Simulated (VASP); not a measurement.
# SnO2 (P2_1/c) in VASP: further runs

SnO2 is run at these levels: r2SCAN; tasks: single point.

Program: VASP 6.6.1. These are calculated values, not measurements. Logs are shortened: lines on timing, memory, paths and dates and some standing lists are left out, and cuts for length are marked.

## (1) The cell of the first run

Symmetry: P2_1/c, No. 14, monoclinic system. Conventional cell: a = 3.214 Å, b = 4.759 Å, c = 5.499 Å, α = 90.00°, β = 120.46°, γ = 90.00°. Sn (site symmetry -1) has 6 O at 2.03 to 2.11 Å within 2.7 Å. Within 2.7 Å of O (site symmetry 1) lie 3 Sn at 2.03 to 2.11 Å and 1 O at 2.61 Å.

## (2) Single point, r2SCAN (shear of c along a, cell held: +9.0 %, then relaxed in part)

Input file POSCAR:

```
SnO2
1.0
    4.7592005654      0.0000000000      0.0000000000
    0.0000000000      4.7592005654      0.0000000000
    0.2881142968      0.0000000000      3.2012699648
Sn O
2 4
Direct
    0.5000000000      0.5000000000      0.5000000000
    0.0000000000      0.0000000000      0.0000000000
    0.1988351805      0.8099762774      0.4885388368
    0.8011648195      0.1900237226      0.5114611632
    0.3011648195      0.3099762774      0.0114611632
    0.6988351805      0.6900237226     -0.0114611632
```

Input file INCAR.step1:

```
ALGO = Normal
EDIFF = 1E-4
ENCUT = 520
GGA = PE
ISMEAR = 0
LASPH = True
LCHARG = False
LREAL = False
LWAVE = True
NBANDS = 35
NELM = 60
PREC = Accurate
SIGMA = 0.02
```

Input file INCAR.step2:

```
ALGO = Normal
EDIFF = 1E-6
ENCUT = 520
ISIF = 2
ISMEAR = 0
ISTART = 1
LASPH = True
LCHARG = False
LMIXTAU = True
LREAL = False
LWAVE = False
METAGGA = R2SCAN
NBANDS = 35
NELM = 60
PREC = Accurate
SIGMA = 0.02
```

Input file KPOINTS:

```
k-points
0
Gamma
  6 6 8
```

Potentials or basis: VASP PAW PBE potentials, release 64 (Sn_d, O).

On the command line:

```console
cat potpaw_PBE.64/Sn_d/POTCAR potpaw_PBE.64/O/POTCAR > POTCAR
cp INCAR.step1 INCAR
mpirun -np 1 vasp_std > vasp.out
cp INCAR.step2 INCAR
mpirun -np 1 vasp_std > vasp.out
```

OUTCAR:

```text
EDIFF = 1E-6
   ENCUT = 520
   ISIF = 2
   ISMEAR = 0
   ISTART = 1
   LASPH = True
   LREAL = False
   METAGGA = R2SCAN
   NELM = 60
   PREC = Accurate

 ion  position               nearest neighbor table
   1  0.500  0.500  0.500-   5 2.03   6 2.03   4 2.06   3 2.06   6 2.11   5 2.11   2 3.64   2 3.64
                             2 3.64   2 3.64
   2  0.000  0.000  0.000-   4 2.03   3 2.03   6 2.06   5 2.06   4 2.11   3 2.11   1 3.64   1 3.64
                             1 3.64   1 3.64
   3  0.199  0.810  0.489-   2 2.03   1 2.06   2 2.11
   4  0.801  0.190  0.511-   2 2.03   1 2.06   2 2.11
   5  0.301  0.310  0.011-   1 2.03   2 2.06   1 2.11
   6  0.699  0.690  0.989-   1 2.03   2 2.06   1 2.11

  LATTYP: Found a simple monoclinic cell.
 ALAT       =     3.2142089595
 B/A-ratio  =     1.4806755333
 C/A-ratio  =     1.4806755333
 COS(beta)  =    -0.0896376995

  Lattice vectors:

 A1 = (   0.2881142968,   0.0000000000,   3.2012699648)
 A2 = (   0.0000000000,   4.7592005654,   0.0000000000)
 A3 = (  -4.7592005654,   0.0000000000,   0.0000000000)

Analysis of symmetry for initial positions (statically):
=====================================================================
 Subroutine PRICEL returns:
 Original cell was already a primitive cell.

 Routine SETGRP: Setting up the symmetry group for a
 simple monoclinic supercell.

 Subroutine GETGRP returns: Found  4 space group operations
 (whereof  2 operations were pure point group operations)
 out of a pool of  4 trial point group operations.

The static configuration has the point symmetry S_2 .
 The point group associated with its full space group is C_2h.

Analysis of symmetry for dynamics (positions and initial velocities):
=====================================================================
 Subroutine PRICEL returns:
 Original cell was already a primitive cell.

 Routine SETGRP: Setting up the symmetry group for a
 simple monoclinic supercell.

 Subroutine GETGRP returns: Found  4 space group operations
 (whereof  2 operations were pure point group operations)
 out of a pool of  4 trial point group operations.

The dynamic configuration has the point symmetry S_2 .
 The point group associated with its full space group is C_2h.

 Subroutine INISYM returns: Found  4 space group operations
 (whereof  2 operations are pure point group operations),
 and found     1 'primitive' translations

----------------------------------------------------------------------------------------

                                     Primitive cell

  volume of cell :      72.5087

  direct lattice vectors                    reciprocal lattice vectors
     4.759200565  0.000000000  0.000000000     0.210119323  0.000000000 -0.018910739
     0.000000000  4.759200565  0.000000000     0.000000000  0.210119323  0.000000000
     0.288114297  0.000000000  3.201269965     0.000000000  0.000000000  0.312376029

  length of vectors
     4.759200565  4.759200565  3.214208960     0.210968590  0.210119323  0.312376029

  position of ions in fractional coordinates (direct lattice)
     0.500000000  0.500000000  0.500000000
     0.000000000  0.000000000  0.000000000
     0.198835180  0.809976277  0.488538837
     0.801164820  0.190023723  0.511461163
     0.301164820  0.309976277  0.011461163
     0.698835180  0.690023723  0.988538837

  ion indices of the primitive-cell ions
   primitive index   ion index
                 1           1
                 2           2
                 3           3
                 4           4
                 5           5
                 6           6

----------------------------------------------------------------------------------------

 KPOINTS: k-points

Automatic generation of k-mesh.
 Grid dimensions read from file:
 generate k-points for:    6    6    8

 Generating k-lattice:

  Cartesian coordinates                     Fractional coordinates (reciprocal lattice)
     0.035019887  0.000000000 -0.003151790     0.166666667  0.000000000  0.000000000
     0.000000000  0.035019887  0.000000000     0.000000000  0.166666667  0.000000000
     0.000000000  0.000000000  0.039047004     0.000000000  0.000000000  0.125000000

  Length of vectors
     0.035161432  0.035019887  0.039047004

  Shift w.r.t. Gamma in fractional coordinates (k-lattice)
     0.000000000  0.000000000  0.000000000

 Subroutine IBZKPT returns following result:
 ===========================================

 Found    104 irreducible k-points:

 Following reciprocal coordinates:
            Coordinates               Weight
  0.000000  0.000000  0.000000      1.000000
  0.166667  0.000000  0.000000      2.000000
  0.333333  0.000000 -0.000000      2.000000
  0.500000  0.000000  0.000000      1.000000
  0.000000  0.166667  0.000000      2.000000
  0.166667  0.166667  0.000000      4.000000
[... 16 lines left out ...]
  0.000000  0.166667  0.125000      4.000000
  0.166667  0.166667  0.125000      4.000000
 [... further k-points ...]
   k-points           NKPTS =    104   k-points in BZ     NKDIM =    104   number of bands    NBANDS=     35
   number of dos      NEDOS =    301   number of ions     NIONS =      6
   total plane-waves  NPLWV =  31104
   dimension x,y,z NGX =    36 NGY =   36 NGZ =   24
   dimension x,y,z NGXF=    72 NGYF=   72 NGZF=   48
   ions per type =               2   4
   NGX,Y,Z   is equivalent  to a cutoff of  12.58, 12.58, 12.41 a.u.
   NGXF,Y,Z  is equivalent  to a cutoff of  25.15, 25.15, 24.83 a.u.
 SYSTEM =  unknown system
   PREC   = accura    normal or accurate (medium, high low for compatibility)
   ISTART =      1    job   : 0-new  1-cont  2-samecut
   ICHARG =      0    charge: 1-file 2-atom 10-const
   ISPIN  =      1    spin polarized calculation?
   LNONCOLLINEAR =      F non collinear calculations
   LSORBIT =      F    spin-orbit coupling
   LASPH  =      T    aspherical Exc in radial PAW
   ENCUT  =  520.0 eV  38.22 Ry    6.18 a.u.   8.85  8.85  5.98*2*pi/ulx,y,z
   NELM   =     60;   NELMIN=  2; NELMDL=  0     # of ELM steps
   EDIFF  = 0.1E-05   stopping-criterion for ELM
   LREAL  =      F    real-space projection
   EDIFFG = 0.1E-04   stopping-criterion for IOM
   NSW    =      0    number of steps for IOM
   IBRION =     -1    ionic relax: 0-MD 1-quasi-New 2-CG
   NFREE  =      0    steps in history (QN), initial steepest desc. (CG)
   ISIF   =      2    stress and relaxation
   ISYM   =      2    0-nonsym 1-usesym 2-fastsym
   POTIM  = 0.5000    time-step for ionic-motion
   TEBEG  =    0.0;   TEEND  =   0.0 temperature during run
   PSTRESS=    0.0 pullay stress
   NELECT =      52.0000    total number of electrons
   NUPDOWN=      -1.0000    fix difference up-down
   EMIN   =  10.00;   EMAX   =-10.00  energy-range for DOS
   EFERMI =   0.00;   METHOD = LEGACY
   ISMEAR =     0;   SIGMA  =   0.02  broadening in eV -4-tet -1-fermi 0-gaus
   EFERMI_NEDOS =   21; number of points for ismear=-14 and -15
   IALGO  =     38    algorithm
   IMIX   =      4    mixing-type and parameters
     AMIX     =   0.40;   BMIX     =  1.00
     AMIX_MAG =   1.60;   BMIX_MAG =  1.00
  volume/ion in A,a.u.               =      12.08        81.55
  Fermi-wavevector in a.u.,A,eV,Ry     =   1.465365  2.769138 29.215720  2.147295
  Thomas-Fermi vector in A             =   2.581231
   LORBIT       =      0    0 simple, 1 ext, 2 COOP (PROOUT), +10 PAW based schemes
   METAGGA = R2SCAN    functional components
   LHFCALC =     F    Hartree Fock is set to
   AEXX    =    0.0000 exact exchange contribution
   IVDW    =     0    specifies the selected vdW correction
   LEPSILON=     F    determine dielectric tensor
   LRPA    =     F    only Hartree local field effects (RPA)
 non-spin polarized calculation
 Gauss-broadening in eV      SIGMA  =   0.02
  energy-cutoff  :      520.00
  volume of cell :       72.51
 maximum number of plane-waves:      1980
   NGX = 17   NGY = 17   NGZ = 11

 number of electron      52.0000034 magnetization

 Free energy of the ion-electron system (eV)
  ---------------------------------------------------
  ext. energy  EPLUGINS =         0.00000000
  ---------------------------------------------------
  free energy    TOTEN  =       -84.44711179 eV

  energy without entropy =      -84.44711179  energy(sigma->0) =      -84.44711179

 E-fermi :   5.8120     XC(G=0): -11.9753

 val. band max:        5.6214605877   @ k =   0.0000   0.0000   0.0000
 cond. band min:       7.3157060475   @ k =   0.0000   0.0000   0.0000
 fundamental gap:      1.6942454598
 Fermi energy:         5.8119958171

 k-point     1 :       0.0000    0.0000    0.0000
  band No.  band energies     occupation
      1     -16.1685      2.00000
      2     -15.2691      2.00000
      3     -15.0226      2.00000
      4     -14.9739      2.00000
      5     -14.9524      2.00000
      6     -14.8857      2.00000
[... 27 lines left out ...]
     34      18.7075      0.00000
     35      18.8986      0.00000

 k-point     2 :       0.1667    0.0000    0.0000
  band No.  band energies     occupation
      1     -16.1213      2.00000
      2     -15.3209      2.00000
      3     -15.0324      2.00000
      4     -14.9739      2.00000
      5     -14.9537      2.00000
      6     -14.9171      2.00000
[... 27 lines left out ...]
     34      18.6832      0.00000
     35      18.9108      0.00000

 k-point     3 :       0.3333    0.0000   -0.0000
  band No.  band energies     occupation
      1     -15.9832      2.00000
      2     -15.5149      2.00000
      3     -15.0264      2.00000
      4     -14.9805      2.00000
      5     -14.9538      2.00000
      6     -14.9420      2.00000
[... 27 lines left out ...]
     34      18.8196      0.00000
     35      18.8737      0.00000
[... 723 lines left out ...]
 k-point    23 :       0.0000    0.1667    0.1250
  band No.  band energies     occupation
      1     -16.0546      2.00000
      2     -15.2933      2.00000
      3     -15.1921      2.00000
      4     -15.1071      2.00000
      5     -14.9232      2.00000
      6     -14.9008      2.00000
[... 27 lines left out ...]
     34      18.3859      0.00000
     35      18.8843      0.00000

 k-point    24 :       0.1667    0.1667    0.1250
  band No.  band energies     occupation
      1     -16.0343      2.00000
      2     -15.3276      2.00000
      3     -15.2232      2.00000
      4     -15.1269      2.00000
      5     -14.9244      2.00000
      6     -14.8740      2.00000
[... 27 lines left out ...]
     34      18.4659      0.00000
     35      18.6992      0.00000

 [... further k-points ...]
[... 5 lines left out ...]
  --------------------------------------------------------------------------------------
  -------------------------------------------------------------------------------------
  Total        0.3146735      0.7109956      0.5360250      0.0000000      0.0000000     -4.0818700
  in kB        6.9531320     15.7103980     11.8441879      0.0000000      0.0000000    -90.1943713
  external PRESSURE =      11.5025726 kB  Pullay stress =       0.0000000 kB

 VOLUME and BASIS-vectors are now :
 -----------------------------------------------------------------------------
  energy-cutoff  :      520.00
  volume of cell :       72.51
      direct lattice vectors                 reciprocal lattice vectors
     4.759200565  0.000000000  0.000000000     0.210119323  0.000000000 -0.018910739
     0.000000000  4.759200565  0.000000000     0.000000000  0.210119323  0.000000000
     0.288114297  0.000000000  3.201269965     0.000000000  0.000000000  0.312376029

 POSITION                                       TOTAL-FORCE (eV/Angst)
 -----------------------------------------------------------------------------------
      2.52366      2.37960      1.60063         0.000000     -0.000000      0.000000
      0.00000      0.00000      0.00000         0.000000     -0.000000      0.000000
      1.08705      3.85484      1.56394         0.024430     -0.014595     -0.022377
      3.96026      0.90436      1.63733        -0.024430      0.014595      0.022377
      1.43661      1.47524      0.03669        -0.024430     -0.014595      0.022377
      3.61071      3.28396      3.16458         0.024430      0.014595     -0.022377
 -----------------------------------------------------------------------------------
    total drift:                               -0.000000      0.000000      0.000000

  FREE ENERGIE OF THE ION-ELECTRON SYSTEM (eV)
  ---------------------------------------------------
  free  energy   TOTEN  =       -84.4471117853 eV

  energy  without entropy=      -84.4471117853  energy(sigma->0) =      -84.44711179
```

Wall time 4.5 min (1 thread of Intel Xeon 6975P-C (Granite Rapids), shared host); peak memory 0.32 GiB.

What came out:

- Free energy: -84.4471 eV
- Pressure: 1.2 GPa
- Largest force: 0.036 eV/Å
- Band gap on the k mesh: 1.69 eV

Forces in eV/Å, atoms in the order of the input:
```
Sn   0.000  0.000  0.000
Sn   0.000  0.000  0.000
O    0.024 -0.015 -0.022
O   -0.024  0.015  0.022
O   -0.024 -0.015  0.022
O    0.024  0.015 -0.022
```

Stress tensor (GPa, compression positive):
```
 0.70  0.00 -9.02
 0.00  1.57  0.00
-9.02  0.00  1.18
```

Levels at points of the mesh, in eV from the valence-band top:
| k point | band 24 | band 25 | band 26 | band 27 | band 28 | band 29 |
| --- | --- | --- | --- | --- | --- | --- |
| (0.00, 0.00, 0.00) | -0.81 | -0.74 | 0.00 | 1.69 | 6.71 | 6.76 |
| (0.50, 0.00, 0.00) | -1.23 | -0.61 | -0.61 | 4.85 | 4.85 | 7.58 |
| (0.00, 0.50, 0.00) | -1.31 | -0.57 | -0.57 | 4.89 | 4.89 | 7.75 |
| (0.50, 0.50, 0.00) | -1.37 | -0.95 | -0.95 | 5.33 | 5.33 | 8.01 |
| (0.00, 0.00, 0.50) | -1.73 | -1.26 | -1.26 | 6.75 | 6.75 | 10.14 |
| (0.50, 0.00, 0.50) | -0.97 | -0.78 | -0.48 | 6.80 | 7.28 | 8.39 |
| (0.00, 0.50, 0.50) | -1.17 | -0.69 | -0.69 | 7.00 | 7.00 | 8.65 |
| (0.50, 0.50, 0.50) | -1.11 | -0.73 | -0.73 | 5.42 | 5.42 | 9.49 |

Caveat: the cell differs from its parent crystal (shear of c along a, cell held: +9.0 %, then relaxed in part); the PAW data sets were made with another functional, which shifts forces and pressure a little; spin-orbit coupling is left out, which moves the levels of the heavy elements.

## (3) Single point, r2SCAN

POSCAR is that of step 2.

Input file INCAR.step1:

```
SYSTEM = SnO2
PREC     = Accurate       ! precision mode
ENCUT    = 520            ! plane-wave cutoff, eV
ISMEAR   = 0              ! smearing method
SIGMA    = 0.02           ! smearing width, eV
LREAL    = .False.        ! projectors in reciprocal space
LASPH    = .True.         ! aspherical terms in the spheres
NELM     = 60             ! most SCF steps
NBANDS   = 35             ! bands
GGA      = PE             ! functional
ALGO     = Normal         ! electronic algorithm
EDIFF    = 1E-4           ! SCF threshold, eV
LWAVE    = .True.         ! write WAVECAR
LCHARG   = .False.        ! write CHGCAR
```

Input file INCAR.step2:

```
SYSTEM = SnO2
PREC     = Accurate       ! precision mode
ENCUT    = 520            ! plane-wave cutoff, eV
EDIFF    = 1E-6           ! SCF threshold, eV
ISMEAR   = 0              ! smearing method
SIGMA    = 0.02           ! smearing width, eV
LREAL    = .False.        ! projectors in reciprocal space
LASPH    = .True.         ! aspherical terms in the spheres
NELM     = 60             ! most SCF steps
ALGO     = Normal         ! electronic algorithm
ISIF     = 2              ! what is computed and relaxed
LWAVE    = .False.        ! write WAVECAR
LCHARG   = .False.        ! write CHGCAR
METAGGA  = R2SCAN         ! meta-GGA
LMIXTAU  = .True.       
NBANDS   = 35             ! bands
ISTART   = 1
```

Input file KPOINTS:

```
Automatic mesh
0
Gamma
  6 6 8
  0 0 0
```

Potentials or basis: VASP PAW PBE potentials, release 64 (Sn_d, O).

On the command line:

```console
cat potpaw_PBE.64/Sn_d/POTCAR potpaw_PBE.64/O/POTCAR > POTCAR
cp INCAR.step1 INCAR
mpirun -np 1 vasp_std > vasp.out
cp INCAR.step2 INCAR
mpirun -np 1 vasp_std > vasp.out
```

It took 4.4 min on 1 thread of Intel Xeon 6975P-C (Granite Rapids), shared host; peak memory 0.32 GiB.

The run converged. Its results:

* Free energy: -84.4471 eV
* Pressure: 1.2 GPa
* Largest force: 0.036 eV/Å
* Band gap on the k mesh: 1.69 eV

Forces on the atoms (eV/Å):
```
Sn   0.000  0.000  0.000
Sn   0.000  0.000  0.000
O    0.024 -0.015 -0.022
O   -0.024  0.015  0.022
O   -0.024 -0.015  0.022
O    0.024  0.015 -0.022
```

Stress tensor (GPa, compression positive):
```
 0.70  0.00 -9.02
 0.00  1.57  0.00
-9.02  0.00  1.18
```

Levels at points of the mesh, in eV from the valence-band top:
| k point | band 22 | band 23 | band 24 | band 25 | band 26 | band 27 | band 28 | band 29 | band 30 | band 31 |
| --- | --- | --- | --- | --- | --- | --- | --- | --- | --- | --- |
| (0.00, 0.00, 0.00) | -1.33 | -1.25 | -0.81 | -0.74 | 0.00 | 1.69 | 6.71 | 6.76 | 6.92 | 11.09 |
| (0.50, 0.00, 0.00) | -1.98 | -1.23 | -1.23 | -0.61 | -0.61 | 4.85 | 4.85 | 7.58 | 7.58 | 11.64 |
| (0.00, 0.50, 0.00) | -2.07 | -1.31 | -1.31 | -0.57 | -0.57 | 4.89 | 4.89 | 7.75 | 7.75 | 11.68 |
| (0.50, 0.50, 0.00) | -1.96 | -1.37 | -1.37 | -0.95 | -0.95 | 5.33 | 5.33 | 8.01 | 8.01 | 11.80 |
| (0.00, 0.00, 0.50) | -2.64 | -1.73 | -1.73 | -1.26 | -1.26 | 6.75 | 6.75 | 10.14 | 10.14 | 11.34 |
| (0.50, 0.00, 0.50) | -1.80 | -1.44 | -0.97 | -0.78 | -0.48 | 6.80 | 7.28 | 8.39 | 9.23 | 11.54 |
| (0.00, 0.50, 0.50) | -1.72 | -1.17 | -1.17 | -0.69 | -0.69 | 7.00 | 7.00 | 8.65 | 8.65 | 11.72 |
| (0.50, 0.50, 0.50) | -2.27 | -1.11 | -1.11 | -0.73 | -0.73 | 5.42 | 5.42 | 9.49 | 9.49 | 11.61 |

Caveat: the PAW data sets were made with another functional, which shifts forces and pressure a little; spin-orbit coupling is left out, which moves the levels of the heavy elements.
